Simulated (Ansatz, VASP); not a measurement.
GaAs: VASP beside Ansatz

The input POSCAR:

```
GaAs
1.0
    0.0000000000      2.8330850957      2.8330850957
    2.8330850957      0.0000000000      2.8330850957
    2.8330850957      2.8330850957      0.0000000000
Ga As
1 1
Direct
    0.0000000000      0.0000000000      0.0000000000
    0.2500000000      0.2500000000      0.2500000000
```

INCAR.step1

```
ALGO     = Normal         # electronic algorithm
EDIFF    = 1E-5           # SCF threshold, eV
ENCUT    = 520            # plane-wave cutoff, eV
GGA      = PE             # functional
ISIF     = 2              # what is computed and relaxed
ISMEAR   = 0              # smearing method
LASPH    = T              # aspherical terms in the spheres
LCHARG   = F              # write CHGCAR
LREAL    = F              # projectors in reciprocal space
LWAVE    = T              # write WAVECAR
NBANDS   = 16             # bands
NELM     = 60             # most SCF steps
PREC     = Accurate       # precision mode
SIGMA    = 0.01           # smearing width, eV
```

The input INCAR.step2:

```
ALGO     = Normal         # electronic algorithm
EDIFF    = 1E-6           # SCF threshold, eV
ENCUT    = 520            # plane-wave cutoff, eV
GGA      = PE             # functional
HFSCREEN = 0.2079         # screening, 1/A
ISIF     = 2              # what is computed and relaxed
ISMEAR   = 0              # smearing method
ISTART   = 1            
LASPH    = T              # aspherical terms in the spheres
LCHARG   = F              # write CHGCAR
LHFCALC  = T              # exact exchange
LREAL    = F              # projectors in reciprocal space
LWAVE    = F              # write WAVECAR
NBANDS   = 16             # bands
NELM     = 60             # most SCF steps
PREC     = Accurate       # precision mode
PRECFOCK = Normal       
SIGMA    = 0.01           # smearing width, eV
```

File KPOINTS:

```
k-points
0
Gamma
  4 4 4
```

Input for Ansatz:

```yaml
crystal:
  lattice:
    - [0.0, 2.8330850957, 2.8330850957]
    - [2.8330850957, 0.0, 2.8330850957]
    - [2.8330850957, 2.8330850957, 0.0]
  atoms:
    - { symbol: Ga, position: [0.0, 0.0, 0.0] }
    - { symbol: As, position: [0.25, 0.25, 0.25] }
kpoints:
  mp_grid: { grid: [4, 4, 4] }
hamiltonian:
  xc: hse06
scf:
  occupations: { method: fixed }
  n_extra_bands: 4
output:
  forces: true
  stress: true
  eigenvalues: true
  write_density: true
  write_potential: true
  elf: true
  volumetric_format: npy
```

Alike in both runs: task single point; functional HSE06; k mesh 4 × 4 × 4; no spin polarisation.

```csv
,VASP,Ansatz
version,VASP 6.6.1,Ansatz 0.2.0
potentials or method,"VASP PAW PBE potentials, release 64 (Ga_d, As)","plane waves, PAW"
plane-wave cutoff (eV),520,420
occupations,"gaussian, width 0.01 eV",fixed
valence electrons in the cell,18,28
```

```csv
,VASP,Ansatz,Ansatz less VASP
gap on the k mesh at the Fermi level (eV),1.41,1.42,+0.003
pressure (GPa),0.8,0.9,+0.14
```

VASP's potentials hold 18 valence electrons a cell and Ansatz's 28, so a difference there can come from the potentials and not from the codes. Ansatz's warnings: stress exchange threshold loose, stress scf threshold loose.

The k mesh is coarse, so the values compare programs but aren't converged.
